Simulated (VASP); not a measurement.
KTaO3:

```
Ta K O
1.0
     3.98830    0.00000    0.00000
     0.00000    3.98830    0.00000
     0.00000    0.00000    3.98830
Ta K O
1 1 3
Cartesian
  0.0000 0.0000 0.0000
  1.9942 1.9942 1.9942
  0.0000 0.0000 1.9942
  0.0000 1.9942 0.0000
  1.9942 0.0000 0.0000
```

```yaml
Program: VASP 6.6.1
Task: relaxation of cell and atoms
Functional: RPBE
Dispersion: D3(BJ)
Potentials_or_basis: VASP PAW PBE potentials, release 64 (Ta_pv, K_sv, O)
Cutoff: 600 eV
k_mesh: 7 × 7 × 7
Occupations: fermi-dirac, width 0.05 eV
Spin: no spin polarisation
```

At the start: pressure -11.3 GPa; volume 12.69 Å³/atom.

Q: How do energy, volume and symmetry change on relaxing?

A: Over 4 steps the energy falls by 24.8 meV/atom and the volume is 12.02 Å³/atom (-5.3 %); space group Pm-3m (No. 221, to 0.05 Å).

The path:
```
step  energy change (eV)  largest force (eV/Å)  pressure (GPa)  volume (Å³)
   1              0.0000                0.0000          -11.27        63.44
   2              0.1615                0.0000           21.86        55.59
   3             -0.1239                0.0000           -0.25        60.16
   4             -0.1240                0.0000            0.00        60.09
```

Final structure:
```
Ta K O
1.0
     3.91688    0.00000    0.00000
     0.00000    3.91688    0.00000
     0.00000    0.00000    3.91688
Ta K O
1 1 3
Direct
  0.00000 0.00000 0.00000
  0.50000 0.50000 0.50000
  0.00000 0.00000 0.50000
  0.00000 0.50000 0.00000
  0.50000 0.00000 0.00000
```

Caveat: the PAW data sets were made with another functional, which shifts forces and pressure a little.
